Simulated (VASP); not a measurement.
BaF2: single point with PBE

BaF2:

```
CELL_PARAMETERS angstrom
0.00000 3.09157 3.09157
3.09157 0.00000 3.09157
3.09157 3.09157 0.00000
ATOMIC_POSITIONS crystal
Ba 0.00000 0.00000 0.00000
F 0.75000 0.75000 0.75000
F 0.25000 0.25000 0.25000
```

This cell differs from its parent crystal: volume scaled by 0.97.

```yaml
Program: VASP 6.6.1
Task: single point
Functional: PBE
Potentials_or_basis: VASP PAW PBE potentials, release 64 (Ba_sv, F)
Cutoff: 600 eV
k_mesh: 6 × 6 × 6
Occupations: gaussian, width 0.02 eV
Spin: no spin polarisation
Dipole_correction: no
Further_INCAR_settings: ALGO = Normal; EDIFF = 1e-06; NBANDS = 19
```

```yaml
Pressure: 2.8 GPa
Band_gap_on_the_k_mesh: 6.81 eV, indirect (least direct gap 6.88 eV)
```

Levels at points of the mesh, in eV from the valence-band top:
| k point | band 9 | band 10 | band 11 | band 12 | band 13 | band 14 | band 15 | band 16 |
| --- | --- | --- | --- | --- | --- | --- | --- | --- |
| (0.00, 0.00, 0.00) | -1.51 | -0.07 | -0.07 | -0.07 | 6.81 | 9.22 | 9.22 | 11.47 |
| (0.50, 0.00, 0.00) | -0.66 | -0.34 | -0.15 | -0.15 | 9.16 | 9.22 | 9.22 | 9.83 |
| (0.50, 0.50, 0.00) | -0.35 | -0.31 | -0.31 | -0.12 | 7.27 | 9.05 | 10.73 | 12.02 |

Run time: 26 s on 1 thread of Intel(R) Xeon(R) Platinum 8259CL CPU @ 2.50GHz (Skylake/Cascade Lake), on a shared host, peak memory 0.21 GiB.

Caveat: spin-orbit coupling is left out, which moves the levels of the heavy elements. A k mesh can miss the band edges.
